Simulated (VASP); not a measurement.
# Ti (P2/m) in VASP: a series of runs

The runs below take Ti through single point, with PBEsol.

All numbers are computed with VASP 6.6.1; they aren't measurements. Logs are shortened: lines on timing, memory, paths and dates and some standing lists are left out, and cuts for length are marked.

## 1. The cell of the first run

The structure is monoclinic, space group P2/m (No. 10). The conventional cell has a = 4.442 Å, b = 2.799 Å, c = 4.516 Å, α = 90.00°, β = 118.38°, γ = 90.00°. Ti (site symmetry 2/m) has 14 Ti at 2.80 to 3.00 Å within 3.7 Å. Within 3.4 Å of Ti (site symmetry m) lie 11 Ti at 2.56 to 3.00 Å.

## 2. Single point, PBEsol (strain +0.0375 x Voigt [0, 0, 0, 0, 0, 1])

Input file INCAR:

```
SYSTEM = Ti
PREC     = Accurate       ! precision mode
ENCUT    = 500            ! plane-wave cutoff, eV
EDIFF    = 1E-6           ! SCF threshold, eV
ISMEAR   = 0              ! smearing method
SIGMA    = 0.15           ! smearing width, eV
LREAL    = .FALSE.        ! projectors in reciprocal space
LASPH    = .TRUE.         ! aspherical terms in the spheres
NELM     = 120            ! most SCF steps
ALGO     = Normal         ! electronic algorithm
ISIF     = 2              ! what is computed and relaxed
LWAVE    = .FALSE.        ! write WAVECAR
LCHARG   = .TRUE.         ! write CHGCAR
GGA      = PS             ! functional
LELF     = .TRUE.         ! ELF
LVHAR    = .TRUE.       
NBANDS   = 25             ! bands
GGA_COMPAT= .FALSE.
```

Input file KPOINTS:

```
Automatic mesh
0
G
  12 12 18
  0 0 0
```

Input file POSCAR:

```
Ti
1.0
    4.5152900513      0.0846616884      0.0000000000
   -2.1843258527      3.8680250456      0.0000000000
    0.0000000000      0.0000000000      2.7987936488
Ti
3
Direct
    0.0000000000      0.0000000000      0.0000000000
    0.3333333333      0.6666666667      0.5000000000
    0.6666666667      0.3333333333      0.5000000000
```

Potentials or basis: VASP PAW PBE potentials, release 64 (Ti_sv).

On the command line:

```console
$ cat potpaw_PBE.64/Ti_sv/POTCAR > POTCAR
$ mpirun -np 1 vasp_std > vasp.out
```

OUTCAR:

```text
SYSTEM = Ti
   PREC = Accurate
   ENCUT = 500
   EDIFF = 1E-6
   ISMEAR = 0
   LREAL = .FALSE.
   LASPH = .TRUE.
   NELM = 120
   ISIF = 2
   GGA = PS

 ion  position               nearest neighbor table
   1  0.000  0.000  0.000-
   2  0.333  0.667  0.500-   3 2.56   3 2.61   3 2.65
   3  0.667  0.333  0.500-   2 2.56   2 2.61   2 2.65

  Warning from LATTYP: Monoclinic adjustment (A1->A3, A2->A1, A3->A2)!
  LATTYP: Found a simple monoclinic cell.
 ALAT       =     4.4421725748
 B/A-ratio  =     0.6300506344
 C/A-ratio  =     1.0166385049
 COS(beta)  =    -0.4753145517

  Lattice vectors:

 A1 = (  -2.1843258527,   3.8680250456,   0.0000000000)
 A2 = (   0.0000000000,   0.0000000000,   2.7987936488)
 A3 = (   4.5152900513,   0.0846616884,   0.0000000000)

Analysis of symmetry for initial positions (statically):
=====================================================================
 Subroutine PRICEL returns:
 Original cell was already a primitive cell.

 Routine SETGRP: Setting up the symmetry group for a
 simple monoclinic supercell.

 Subroutine GETGRP returns: Found  4 space group operations
 (whereof  4 operations were pure point group operations)
 out of a pool of  4 trial point group operations.

The static configuration has the point symmetry C_2h.

Analysis of symmetry for dynamics (positions and initial velocities):
=====================================================================
 Subroutine PRICEL returns:
 Original cell was already a primitive cell.

 Routine SETGRP: Setting up the symmetry group for a
 simple monoclinic supercell.

 Subroutine GETGRP returns: Found  4 space group operations
 (whereof  4 operations were pure point group operations)
 out of a pool of  4 trial point group operations.

The dynamic configuration has the point symmetry C_2h.

 Subroutine INISYM returns: Found  4 space group operations
 (whereof  4 operations are pure point group operations),
 and found     1 'primitive' translations

----------------------------------------------------------------------------------------

                                     Primitive cell

  volume of cell :      49.3992

  direct lattice vectors                    reciprocal lattice vectors
     4.515290051  0.084661688  0.000000000     0.219149280  0.123756550  0.000000000
    -2.184325853  3.868025046  0.000000000    -0.004796646  0.255821136  0.000000000
     0.000000000  0.000000000  2.798793649     0.000000000  0.000000000  0.357296795

  length of vectors
     4.516083685  4.442172575  2.798793649     0.251678546  0.255866101  0.357296795

  position of ions in fractional coordinates (direct lattice)
     0.000000000  0.000000000  0.000000000
     0.333333333  0.666666667  0.500000000
     0.666666667  0.333333333  0.500000000

  ion indices of the primitive-cell ions
   primitive index   ion index
                 1           1
                 2           2
                 3           3

----------------------------------------------------------------------------------------

 KPOINTS: Automatic mesh

Automatic generation of k-mesh.
 Grid dimensions read from file:
 generate k-points for:   12   12   18

 Generating k-lattice:

  Cartesian coordinates                     Fractional coordinates (reciprocal lattice)
     0.018262440  0.010313046  0.000000000     0.083333333  0.000000000  0.000000000
    -0.000399721  0.021318428  0.000000000     0.000000000  0.083333333  0.000000000
     0.000000000  0.000000000  0.019849822     0.000000000  0.000000000  0.055555556

  Length of vectors
     0.020973212  0.021322175  0.019849822

  Shift w.r.t. Gamma in fractional coordinates (k-lattice)
     0.000000000  0.000000000  0.000000000

 Subroutine IBZKPT returns following result:
 ===========================================

 Found    740 irreducible k-points:

 Following reciprocal coordinates:
            Coordinates               Weight
  0.000000  0.000000  0.000000      1.000000
  0.083333  0.000000  0.000000      2.000000
  0.166667  0.000000  0.000000      2.000000
  0.250000 -0.000000  0.000000      2.000000
  0.333333  0.000000  0.000000      2.000000
  0.416667 -0.000000  0.000000      2.000000
[... 16 lines left out ...]
  0.250000  0.166667  0.000000      2.000000
  0.333333  0.166667  0.000000      2.000000
 [... further k-points ...]
   k-points           NKPTS =    740   k-points in BZ     NKDIM =    740   number of bands    NBANDS=     25
   number of dos      NEDOS =    301   number of ions     NIONS =      3
   total plane-waves  NPLWV =  23040
   dimension x,y,z NGX =    36 NGY =   32 NGZ =   20
   dimension x,y,z NGXF=    72 NGYF=   64 NGZF=   40
   ions per type =               3
   NGX,Y,Z   is equivalent  to a cutoff of  13.25, 11.98, 11.88 a.u.
   NGXF,Y,Z  is equivalent  to a cutoff of  26.50, 23.95, 23.76 a.u.
 SYSTEM =  Ti
   PREC   = accura    normal or accurate (medium, high low for compatibility)
   ISTART =      0    job   : 0-new  1-cont  2-samecut
   ICHARG =      2    charge: 1-file 2-atom 10-const
   ISPIN  =      1    spin polarized calculation?
   LNONCOLLINEAR =      F non collinear calculations
   LSORBIT =      F    spin-orbit coupling
   LASPH  =      T    aspherical Exc in radial PAW
   ENCUT  =  500.0 eV  36.75 Ry    6.06 a.u.   8.23  8.10  5.10*2*pi/ulx,y,z
   NELM   =    120;   NELMIN=  2; NELMDL= -5     # of ELM steps
   EDIFF  = 0.1E-05   stopping-criterion for ELM
   LREAL  =      F    real-space projection
   EDIFFG = 0.1E-04   stopping-criterion for IOM
   NSW    =      0    number of steps for IOM
   IBRION =     -1    ionic relax: 0-MD 1-quasi-New 2-CG
   NFREE  =      0    steps in history (QN), initial steepest desc. (CG)
   ISIF   =      2    stress and relaxation
   ISYM   =      2    0-nonsym 1-usesym 2-fastsym
   POTIM  = 0.5000    time-step for ionic-motion
   TEBEG  =    0.0;   TEEND  =   0.0 temperature during run
   PSTRESS=    0.0 pullay stress
   NELECT =      36.0000    total number of electrons
   NUPDOWN=      -1.0000    fix difference up-down
   EMIN   =  10.00;   EMAX   =-10.00  energy-range for DOS
   EFERMI =   0.00;   METHOD = LEGACY
   ISMEAR =     0;   SIGMA  =   0.15  broadening in eV -4-tet -1-fermi 0-gaus
   EFERMI_NEDOS =   21; number of points for ismear=-14 and -15
   IALGO  =     38    algorithm
   IMIX   =      4    mixing-type and parameters
     AMIX     =   0.40;   BMIX     =  1.00
     AMIX_MAG =   1.60;   BMIX_MAG =  1.00
  volume/ion in A,a.u.               =      16.47       111.12
  Fermi-wavevector in a.u.,A,eV,Ry     =   1.473225  2.783991 29.529958  2.170391
  Thomas-Fermi vector in A             =   2.588144
   LORBIT       =      0    0 simple, 1 ext, 2 COOP (PROOUT), +10 PAW based schemes
   GGA     = PS    functional components
   LHFCALC =     F    Hartree Fock is set to
   AEXX    =    0.0000 exact exchange contribution
   IVDW    =     0    specifies the selected vdW correction
   LEPSILON=     F    determine dielectric tensor
   LRPA    =     F    only Hartree local field effects (RPA)
 non-spin polarized calculation
 Gauss-broadening in eV      SIGMA  =   0.15
  energy-cutoff  :      500.00
  volume of cell :       49.40
 maximum number of plane-waves:      1276
 NGX is ok and might be reduce to    36
   NGX = 17   NGY = 17   NGZ = 11

 number of electron      35.9999988 magnetization

 Free energy of the ion-electron system (eV)
  ---------------------------------------------------
  ext. energy  EPLUGINS =         0.00000000
  ---------------------------------------------------
  free energy    TOTEN  =       -25.06132058 eV

  energy without entropy =      -25.02958570  energy(sigma->0) =      -25.04545314

 E-fermi :   8.6554     XC(G=0): -11.8916

 val. band max:        8.6542612226   @ k =  -0.4167   0.1667   0.0000
 cond. band min:       8.6564613655   @ k =   0.1667   0.3333   0.0000
 fundamental gap:      0.0022001429
 Fermi energy:         8.6554125633

 k-point     1 :       0.0000    0.0000    0.0000
  band No.  band energies     occupation
      1     -47.9079      2.00000
      2     -47.6551      2.00000
      3     -47.4653      2.00000
      4     -24.3423      2.00000
      5     -24.3317      2.00000
      6     -24.2923      2.00000
[... 17 lines left out ...]
     24      10.5927      0.00000
     25      10.6644      0.00000

 k-point     2 :       0.0833    0.0000    0.0000
  band No.  band energies     occupation
      1     -47.9065      2.00000
      2     -47.6536      2.00000
      3     -47.4683      2.00000
      4     -24.3853      2.00000
      5     -24.3522      2.00000
      6     -24.2457      2.00000
[... 17 lines left out ...]
     24      10.4186      0.00000
     25      10.8436      0.00000

 k-point     3 :       0.1667    0.0000    0.0000
  band No.  band energies     occupation
      1     -47.9029      2.00000
      2     -47.6493      2.00000
      3     -47.4767      2.00000
      4     -24.4420      2.00000
      5     -24.3724      2.00000
      6     -24.1839      2.00000
[... 17 lines left out ...]
     24      10.4442      0.00000
     25      11.1277      0.00000

 k-point     4 :       0.2500   -0.0000    0.0000
  band No.  band energies     occupation
      1     -47.8979      2.00000
      2     -47.6420      2.00000
      3     -47.4894      2.00000
      4     -24.4913      2.00000
      5     -24.3718      2.00000
      6     -24.1281      2.00000
[... 17 lines left out ...]
     24      10.6779      0.00000
     25      11.4005      0.00000
[... 477 lines left out ...]
 k-point    22 :       0.1667    0.1667    0.0000
  band No.  band energies     occupation
      1     -47.8955      2.00000
      2     -47.6361      2.00000
      3     -47.4979      2.00000
      4     -24.4533      2.00000
      5     -24.4233      2.00000
      6     -24.1491      2.00000
[... 17 lines left out ...]
     24      10.7985      0.00000
     25      11.4948      0.00000

 k-point    23 :       0.2500    0.1667    0.0000
  band No.  band energies     occupation
      1     -47.8915      2.00000
      2     -47.6258      2.00000
      3     -47.5128      2.00000
      4     -24.4787      2.00000
      5     -24.3951      2.00000
      6     -24.1571      2.00000
[... 17 lines left out ...]
     24      11.0589      0.00000
     25      11.2554      0.00000

 k-point    24 :       0.3333    0.1667    0.0000
  band No.  band energies     occupation
      1     -47.8885      2.00000
      2     -47.6151      2.00000
      3     -47.5268      2.00000
      4     -24.4986      2.00000
      5     -24.3479      2.00000
      6     -24.1910      2.00000
[... 17 lines left out ...]
     24      10.9045      0.00000
     25      11.3267      0.00000

 [... further k-points ...]

------------------------ aborting loop because EDIFF is reached ----------------------------------------

  FORCE on cell =-STRESS in cart. coord.  units (eV):
  Direction    XX          YY          ZZ          XY          YZ          ZX
  --------------------------------------------------------------------------------------
  -------------------------------------------------------------------------------------
  Total       -0.0586207     -0.0570530     -0.0499207     -0.6713745      0.0000000      0.0000000
  in kB       -1.9012607     -1.8504129     -1.6190892    -21.7748585      0.0000000      0.0000000
  external PRESSURE =      -1.7902543 kB  Pullay stress =       0.0000000 kB

 VOLUME and BASIS-vectors are now :
 -----------------------------------------------------------------------------
  energy-cutoff  :      500.00
  volume of cell :       49.40
      direct lattice vectors                 reciprocal lattice vectors
     4.515290051  0.084661688  0.000000000     0.219149280  0.123756550  0.000000000
    -2.184325853  3.868025046  0.000000000    -0.004796646  0.255821136  0.000000000
     0.000000000  0.000000000  2.798793649     0.000000000  0.000000000  0.357296795

 POSITION                                       TOTAL-FORCE (eV/Angst)
 -----------------------------------------------------------------------------------
      0.00000      0.00000      0.00000        -0.000000      0.000000      0.000000
      0.04888      2.60690      1.39940         0.026687     -0.017244     -0.000000
      2.28208      1.34578      1.39940        -0.026687      0.017244      0.000000
 -----------------------------------------------------------------------------------
    total drift:                                0.000000      0.000000     -0.000000

  FREE ENERGIE OF THE ION-ELECTRON SYSTEM (eV)
  ---------------------------------------------------
  free  energy   TOTEN  =       -25.0613205816 eV

  energy  without entropy=      -25.0295857003  energy(sigma->0) =      -25.04545314
```

Run time: 5.1 min. Hardware: 1 thread of Intel Xeon Platinum 8559C (Emerald Rapids), shared host; peak memory 0.67 GiB.

Results:

```yaml
Free_energy: -25.0613 eV
Pressure: -0.2 GPa
Largest_force: 0.032 eV/Å
Band_gap_on_the_k_mesh: zero (bands 18 and 19 overlap by 0.41 eV)
```

Forces in eV/Å, atoms in the order of the input:
```
Ti   0.000  0.000  0.000
Ti   0.027 -0.017  0.000
Ti  -0.027  0.017  0.000
```

Stress tensor (GPa, compression positive):
```
-0.19 -2.18  0.00
-2.18 -0.19  0.00
 0.00  0.00 -0.16
```

Caveat: the cell differs from its parent crystal (strain +0.0375 x Voigt [0, 0, 0, 0, 0, 1]); the PAW data sets were made with another functional, which shifts forces and pressure a little.

(Part 1 of 2 ends here.)
